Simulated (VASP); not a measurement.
# InSe2 (P4/nmm) in VASP: further runs

InSe2 is run at these levels: PBEsol; tasks: single point.

Program: VASP 6.6.1. These are calculated values, not measurements. Logs are shortened: lines on timing, memory, paths and dates and some standing lists are left out, and cuts for length are marked.

### 1 The cell of the first run

Symmetry: P4/nmm, No. 129, tetragonal system. Conventional cell: a = 3.895 Å, b = 3.895 Å, c = 9.626 Å, α = 90.00°, β = 90.00°, γ = 90.00°. Within 3.7 Å of In (site symmetry 4mm) lie 9 Se at 2.84 to 3.43 Å. Within 4.1 Å of Se (site symmetry 4mm) lie 5 In at 2.84 to 3.28 Å and 12 Se at 3.77 to 4.03 Å. Within 3.6 Å of Se (site symmetry -4m2) lie 4 Se at 2.75 Å and 4 In at 3.43 Å.

### 2 Single point, PBEsol

Input file INCAR:

```
SYSTEM = InSe2
ALGO = Normal
EDIFF = 1E-6
ENCUT = 520
GGA = PS
ISIF = 2
ISMEAR = 0
LASPH = .TRUE.
LCHARG = .TRUE.
LELF = .TRUE.
LREAL = .FALSE.
LVHAR = .TRUE.
LWAVE = .FALSE.
NBANDS = 34
NELM = 60
PREC = Accurate
SIGMA = 0.1
```

Input file KPOINTS:

```
k-points
0
G
  4 4 2
  0 0 0
```

Input file POSCAR:

```
InSe2
1.0
    3.8948930000      0.0000000000      0.0000000000
    0.0000000000      3.8948930000      0.0000000000
    0.0000000000      0.0000000000      9.6262310000
In Se
2 4
Direct
    0.0000000000      0.5000000000      0.7064680000
    0.5000000000      0.0000000000      0.2935320000
    0.0000000000      0.5000000000      0.3662120000
    0.5000000000      0.0000000000      0.6337880000
    0.0000000000      0.0000000000      0.0000000000
    0.5000000000      0.5000000000      0.0000000000
```

Potentials or basis: VASP PAW PBE potentials, release 64 (In_d, Se).

The run is started by

```sh
$ cat potpaw_PBE.64/In_d/POTCAR potpaw_PBE.64/Se/POTCAR > POTCAR
$ mpirun -np 1 vasp_std > vasp.out
```

OUTCAR:

```text
SYSTEM = InSe2
   EDIFF = 1E-6
   ENCUT = 520
   GGA = PS
   ISIF = 2
   ISMEAR = 0
   LASPH = .TRUE.
   LREAL = .FALSE.
   NELM = 60
   PREC = Accurate

 ion  position               nearest neighbor table
   1  0.000  0.500  0.706-   4 2.84   4 2.84   4 2.84   4 2.84   3 3.28
   2  0.500  0.000  0.294-   3 2.84   3 2.84   3 2.84   3 2.84   4 3.28
   3  0.000  0.500  0.366-   2 2.84   2 2.84   2 2.84   2 2.84   1 3.28
   4  0.500  0.000  0.634-   1 2.84   1 2.84   1 2.84   1 2.84   2 3.28
   5  0.000  0.000  0.000-   6 2.75   6 2.75   6 2.75   6 2.75
   6  0.500  0.500  0.000-   5 2.75   5 2.75   5 2.75   5 2.75

  LATTYP: Found a simple tetragonal cell.
 ALAT       =     3.8948930000
 C/A-ratio  =     2.4715007575

  Lattice vectors:

 A1 = (   3.8948930000,   0.0000000000,   0.0000000000)
 A2 = (   0.0000000000,   3.8948930000,   0.0000000000)
 A3 = (   0.0000000000,   0.0000000000,   9.6262310000)

Analysis of symmetry for initial positions (statically):
=====================================================================
 Subroutine PRICEL returns:
 Original cell was already a primitive cell.

 Routine SETGRP: Setting up the symmetry group for a
 simple tetragonal supercell.

 Subroutine GETGRP returns: Found 16 space group operations
 (whereof  8 operations were pure point group operations)
 out of a pool of 16 trial point group operations.

The static configuration has the point symmetry D_2d.
 The point group associated with its full space group is D_4h.

Analysis of symmetry for dynamics (positions and initial velocities):
=====================================================================
 Subroutine PRICEL returns:
 Original cell was already a primitive cell.

 Routine SETGRP: Setting up the symmetry group for a
 simple tetragonal supercell.

 Subroutine GETGRP returns: Found 16 space group operations
 (whereof  8 operations were pure point group operations)
 out of a pool of 16 trial point group operations.

The dynamic configuration has the point symmetry D_2d.
 The point group associated with its full space group is D_4h.

 Subroutine INISYM returns: Found 16 space group operations
 (whereof  8 operations are pure point group operations),
 and found     1 'primitive' translations

----------------------------------------------------------------------------------------

                                     Primitive cell

  volume of cell :     146.0318

  direct lattice vectors                    reciprocal lattice vectors
     3.894893000  0.000000000  0.000000000     0.256746463  0.000000000  0.000000000
     0.000000000  3.894893000  0.000000000     0.000000000  0.256746463  0.000000000
     0.000000000  0.000000000  9.626231000     0.000000000  0.000000000  0.103882818

  length of vectors
     3.894893000  3.894893000  9.626231000     0.256746463  0.256746463  0.103882818

  position of ions in fractional coordinates (direct lattice)
     0.000000000  0.500000000  0.706468000
     0.500000000  0.000000000  0.293532000
     0.000000000  0.500000000  0.366212000
     0.500000000  0.000000000  0.633788000
     0.000000000  0.000000000  0.000000000
     0.500000000  0.500000000  0.000000000

  ion indices of the primitive-cell ions
   primitive index   ion index
                 1           1
                 2           2
                 3           3
                 4           4
                 5           5
                 6           6

----------------------------------------------------------------------------------------

 KPOINTS: k-points

Automatic generation of k-mesh.
 Grid dimensions read from file:
 generate k-points for:    4    4    2

 Generating k-lattice:

  Cartesian coordinates                     Fractional coordinates (reciprocal lattice)
     0.064186616  0.000000000  0.000000000     0.250000000  0.000000000  0.000000000
     0.000000000  0.064186616  0.000000000     0.000000000  0.250000000  0.000000000
     0.000000000  0.000000000  0.051941409     0.000000000  0.000000000  0.500000000

  Length of vectors
     0.064186616  0.064186616  0.051941409

  Shift w.r.t. Gamma in fractional coordinates (k-lattice)
     0.000000000  0.000000000  0.000000000

 Subroutine IBZKPT returns following result:
 ===========================================

 Found     12 irreducible k-points:

 Following reciprocal coordinates:
            Coordinates               Weight
  0.000000  0.000000  0.000000      1.000000
  0.250000  0.000000  0.000000      4.000000
  0.500000  0.000000  0.000000      2.000000
  0.250000  0.250000  0.000000      4.000000
  0.500000  0.250000  0.000000      4.000000
  0.500000  0.500000  0.000000      1.000000
  0.000000  0.000000  0.500000      1.000000
  0.250000  0.000000  0.500000      4.000000
  0.500000  0.000000  0.500000      2.000000
  0.250000  0.250000  0.500000      4.000000
  0.500000  0.250000  0.500000      4.000000
  0.500000  0.500000  0.500000      1.000000
   k-points           NKPTS =     12   k-points in BZ     NKDIM =     12   number of bands    NBANDS=     34
   number of dos      NEDOS =    301   number of ions     NIONS =      6
   total plane-waves  NPLWV =  64800
   dimension x,y,z NGX =    30 NGY =   30 NGZ =   72
   dimension x,y,z NGXF=    60 NGYF=   60 NGZF=  144
   ions per type =               2   4
   NGX,Y,Z   is equivalent  to a cutoff of  12.80, 12.80, 12.43 a.u.
   NGXF,Y,Z  is equivalent  to a cutoff of  25.61, 25.61, 24.87 a.u.
 SYSTEM =  InSe2
   PREC   = accura    normal or accurate (medium, high low for compatibility)
   ISTART =      0    job   : 0-new  1-cont  2-samecut
   ICHARG =      2    charge: 1-file 2-atom 10-const
   ISPIN  =      1    spin polarized calculation?
   LNONCOLLINEAR =      F non collinear calculations
   LSORBIT =      F    spin-orbit coupling
   LASPH  =      T    aspherical Exc in radial PAW
   ENCUT  =  520.0 eV  38.22 Ry    6.18 a.u.   7.24  7.24 17.90*2*pi/ulx,y,z
   NELM   =     60;   NELMIN=  2; NELMDL= -5     # of ELM steps
   EDIFF  = 0.1E-05   stopping-criterion for ELM
   LREAL  =      F    real-space projection
[... 7 lines left out ...]
   TEBEG  =    0.0;   TEEND  =   0.0 temperature during run
   PSTRESS=    0.0 pullay stress
   NELECT =      50.0000    total number of electrons
   NUPDOWN=      -1.0000    fix difference up-down
   EMIN   =  10.00;   EMAX   =-10.00  energy-range for DOS
   EFERMI =   0.00;   METHOD = LEGACY
   ISMEAR =     0;   SIGMA  =   0.10  broadening in eV -4-tet -1-fermi 0-gaus
   EFERMI_NEDOS =   21; number of points for ismear=-14 and -15
   IALGO  =     38    algorithm
   IMIX   =      4    mixing-type and parameters
     AMIX     =   0.40;   BMIX     =  1.00
     AMIX_MAG =   1.60;   BMIX_MAG =  1.00
  volume/ion in A,a.u.               =      24.34       164.25
  Fermi-wavevector in a.u.,A,eV,Ry     =   1.145291  2.164286 17.846635  1.311691
  Thomas-Fermi vector in A             =   2.281980
   LORBIT       =      0    0 simple, 1 ext, 2 COOP (PROOUT), +10 PAW based schemes
   GGA     = PS    functional components
   LHFCALC =     F    Hartree Fock is set to
   AEXX    =    0.0000 exact exchange contribution
   IVDW    =     0    specifies the selected vdW correction
   LEPSILON=     F    determine dielectric tensor
   LRPA    =     F    only Hartree local field effects (RPA)
 non-spin polarized calculation
 Gauss-broadening in eV      SIGMA  =   0.10
  energy-cutoff  :      520.00
  volume of cell :      146.03
 maximum number of plane-waves:      3972
 NGX is ok and might be reduce to    30
   NGX = 15   NGY = 15   NGZ = 35

 number of electron      49.9999991 magnetization

 Free energy of the ion-electron system (eV)
  ---------------------------------------------------
  ext. energy  EPLUGINS =         0.00000000
  ---------------------------------------------------
  free energy    TOTEN  =       -22.61716705 eV

  energy without entropy =      -22.59817841  energy(sigma->0) =      -22.60767273

 E-fermi :   4.5229     XC(G=0): -10.0415

 val. band max:        4.5090677653   @ k =   0.5000   0.2500   0.5000
 cond. band min:       5.0971455856   @ k =   0.0000   0.0000   0.5000
 fundamental gap:      0.5880778204
 Fermi energy:         4.5228906610

 k-point     1 :       0.0000    0.0000    0.0000
  band No.  band energies     occupation
      1     -10.2612      2.00000
      2      -9.6315      2.00000
      3      -9.5715      2.00000
      4      -9.4234      2.00000
      5      -9.4200      2.00000
      6      -9.3897      2.00000
[... 26 lines left out ...]
     33      11.0862      0.00000
     34      11.0891      0.00000

 k-point     2 :       0.2500    0.0000    0.0000
  band No.  band energies     occupation
      1      -9.7977      2.00000
      2      -9.5627      2.00000
      3      -9.4705      2.00000
      4      -9.4223      2.00000
      5      -9.4181      2.00000
      6      -9.3959      2.00000
[... 26 lines left out ...]
     33      10.6624      0.00000
     34      10.8029      0.00000

 k-point     3 :       0.5000    0.0000    0.0000
  band No.  band energies     occupation
      1      -9.4893      2.00000
      2      -9.4893      2.00000
      3      -9.4575      2.00000
      4      -9.4575      2.00000
      5      -9.4224      2.00000
      6      -9.4224      2.00000
[... 26 lines left out ...]
     33      10.0056      0.00000
     34      10.0056      0.00000
[... 260 lines left out ...]
 k-point    11 :       0.5000    0.2500    0.5000
  band No.  band energies     occupation
      1      -9.6358      2.00000
      2      -9.6358      2.00000
      3      -9.4409      2.00000
      4      -9.4409      2.00000
      5      -9.4201      2.00000
      6      -9.4201      2.00000
[... 26 lines left out ...]
     33      10.5232      0.00000
     34      10.5232      0.00000

 k-point    12 :       0.5000    0.5000    0.5000
  band No.  band energies     occupation
      1      -9.7640      2.00000
      2      -9.7640      2.00000
      3      -9.4295      2.00000
      4      -9.4295      2.00000
      5      -9.4264      2.00000
      6      -9.4264      2.00000
[... 26 lines left out ...]
     33      10.3048      0.00000
     34      10.3048      0.00000

------------------------ aborting loop because EDIFF is reached ----------------------------------------

  FORCE on cell =-STRESS in cart. coord.  units (eV):
  Direction    XX          YY          ZZ          XY          YZ          ZX
  --------------------------------------------------------------------------------------
  -------------------------------------------------------------------------------------
  Total       -3.1129786     -3.1129786     -1.9047825      0.0000000      0.0000000     -0.0000000
  in kB      -34.1538266    -34.1538266    -20.8981883      0.0000000      0.0000000     -0.0000000
  external PRESSURE =     -29.7352805 kB  Pullay stress =       0.0000000 kB

 VOLUME and BASIS-vectors are now :
 -----------------------------------------------------------------------------
  energy-cutoff  :      520.00
  volume of cell :      146.03
      direct lattice vectors                 reciprocal lattice vectors
     3.894893000  0.000000000  0.000000000     0.256746463  0.000000000  0.000000000
     0.000000000  3.894893000  0.000000000     0.000000000  0.256746463  0.000000000
     0.000000000  0.000000000  9.626231000     0.000000000  0.000000000  0.103882818

 POSITION                                       TOTAL-FORCE (eV/Angst)
 -----------------------------------------------------------------------------------
      0.00000      1.94745      6.80062         0.000000     -0.000000     -0.194423
      1.94745      0.00000      2.82561        -0.000000      0.000000      0.194423
      0.00000      1.94745      3.52524         0.000000      0.000000     -0.061835
      1.94745      0.00000      6.10099        -0.000000      0.000000      0.061835
      0.00000      0.00000      0.00000         0.000000      0.000000      0.000000
      1.94745      1.94745      0.00000         0.000000      0.000000      0.000000
 -----------------------------------------------------------------------------------
    total drift:                                0.000000      0.000000      0.000000

  FREE ENERGIE OF THE ION-ELECTRON SYSTEM (eV)
  ---------------------------------------------------
  free  energy   TOTEN  =       -22.6171670506 eV

  energy  without entropy=      -22.5981784125  energy(sigma->0) =      -22.60767273
```

Wall time 93 s (1 thread of Intel Xeon 8259CL, shared host); peak memory 0.26 GiB.

What came out:

* Free energy: -22.6172 eV
* Pressure: -3.0 GPa
* Largest force: 0.194 eV/Å
* Band gap on the k mesh: zero (bands 25 and 26 overlap by 2.02 eV)

Forces in eV/Å, atoms in the order of the input:
```
In   0.000  0.000 -0.194
In   0.000  0.000  0.194
Se   0.000  0.000 -0.062
Se   0.000  0.000  0.062
Se   0.000  0.000  0.000
Se   0.000  0.000  0.000
```

Stress tensor (GPa, compression positive):
```
-3.42  0.00  0.00
 0.00 -3.42  0.00
 0.00  0.00 -2.09
```

Levels at points of the mesh, in eV from the Fermi level:
| k point | band 23 | band 24 | band 25 | band 26 | band 27 | band 28 |
| --- | --- | --- | --- | --- | --- | --- |
| (0.00, 0.00, 0.00) | -1.23 | -1.23 | 0.58 | 1.01 | 3.17 | 3.17 |
| (0.50, 0.00, 0.00) | -0.94 | -0.94 | -0.48 | -0.48 | 2.12 | 2.12 |
| (0.50, 0.50, 0.00) | -1.13 | -1.13 | -0.61 | -0.61 | 3.05 | 3.05 |
| (0.00, 0.00, 0.50) | -1.17 | -0.78 | 0.57 | 1.06 | 2.43 | 3.17 |
| (0.50, 0.00, 0.50) | -0.54 | -0.54 | -0.49 | -0.49 | 1.55 | 1.55 |
| (0.50, 0.50, 0.50) | -1.38 | -1.38 | -1.00 | -1.00 | 3.89 | 3.89 |

Caveat: the k points lie up to 0.40 Å⁻¹ apart, too coarse for converged energies and pressures of a metal; the PAW data sets were made with another functional, which shifts forces and pressure a little; spin-orbit coupling is left out, which moves the levels of the heavy elements.

### 3 Single point, PBEsol

Input file INCAR:

```
  PREC = Accurate
  ENCUT = 520
  EDIFF = 1E-6
  ISMEAR = 0
  SIGMA = 0.01
  LREAL = False
  LASPH = True
  NELM = 60
  ALGO = Normal
  ISIF = 2
  LWAVE = False
  LCHARG = False
  GGA = PS
  NBANDS = 34
```

Input file KPOINTS:

```
Automatic mesh
0
Gamma
  5 5 2
```

POSCAR is that of step 2.

Potentials or basis: VASP PAW PBE potentials, release 64 (In_d, Se).

The run is started by

```sh
$ cat potpaw_PBE.64/In_d/POTCAR potpaw_PBE.64/Se/POTCAR > POTCAR
$ mpirun -np 1 vasp_std > vasp.out
```

Run time: 88 s. Hardware: 1 thread of Intel Xeon 8259CL, shared host; peak memory 0.26 GiB.

The run converged. Its results:

- Free energy: -22.6001 eV
- Pressure: -3.5 GPa
- Largest force: 0.097 eV/Å
- Band gap on the k mesh: zero (bands 25 and 26 overlap by 1.64 eV)

Forces in eV/Å, atoms in the order of the input:
```
In   0.000  0.000 -0.065
In   0.000  0.000  0.065
Se   0.000  0.000  0.097
Se   0.000  0.000 -0.097
Se   0.000  0.000  0.000
Se   0.000  0.000  0.000
```

Stress tensor (GPa, compression positive):
```
-3.95  0.00  0.00
 0.00 -3.95  0.00
 0.00  0.00 -2.67
```

Levels at points of the mesh, in eV from the Fermi level:
```
           k point  band 21  band 22  band 23  band 24  band 25  band 26  band 27  band 28  band 29  band 30
(0.00, 0.00, 0.00)    -2.49    -2.20    -1.84    -1.84     0.09     0.43     2.68     2.68     3.11     4.19
(0.00, 0.00, 0.50)    -2.55    -1.77    -1.77    -1.34     0.08     0.47     1.87     2.68     2.68     3.33
```

Caveat: the cell stands under tension; the PAW data sets were made with another functional, which shifts forces and pressure a little; spin-orbit coupling is left out, which moves the levels of the heavy elements.
